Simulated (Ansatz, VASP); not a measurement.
# ZnO: VASP beside Ansatz

```
CELL_PARAMETERS angstrom
3.23083 0.00000 0.00000
-1.61541 2.79798 0.00000
0.00000 0.00000 5.01489
ATOMIC_POSITIONS crystal
Zn 0.33333 0.66667 0.00185
Zn 0.66667 0.33333 0.50185
O 0.33333 0.66667 0.42546
O 0.66667 0.33333 0.92546
```

Alike in both runs: task single point; functional LDA; k mesh 12 × 12 × 6; occupations gaussian, width 0.05 eV; no spin polarisation.

|  | VASP | Ansatz |
| --- | --- | --- |
| version | VASP 6.6.1 | Ansatz 0.2.0 |
| potentials or method | VASP PAW LDA potentials, release 64 (Zn, O), cutoff 520 eV | scalar-relativistic, plane waves, PAW |
| valence electrons in the cell | 36 | 36 |

Ansatz gave:

```
gap on the k mesh at the Fermi level (eV)                     : 0.87
least direct gap on the mesh (eV)                             : 0.87
pressure (GPa)                                                : 0.6
traceless stress, the component that is largest in VASP (GPa) : -5.21
rms of the force components (eV/Å)                            : 0.343
```

Q: What did VASP give for the same quantities?

A: gap on the k mesh at the Fermi level (eV): 0.89; least direct gap on the mesh (eV): 0.89; pressure (GPa): 1.7; traceless stress, the component that is largest in VASP (GPa): -5.82; rms of the force components (eV/Å): 0.356.

Ansatz warns that its potentials were made for another functional, while VASP's fit it. LDA's correlation is that of Perdew and Zunger in VASP and of Perdew and Wang (1992) in Ansatz. Atom by atom the forces differ by 0.013 eV/Å (rms over components).
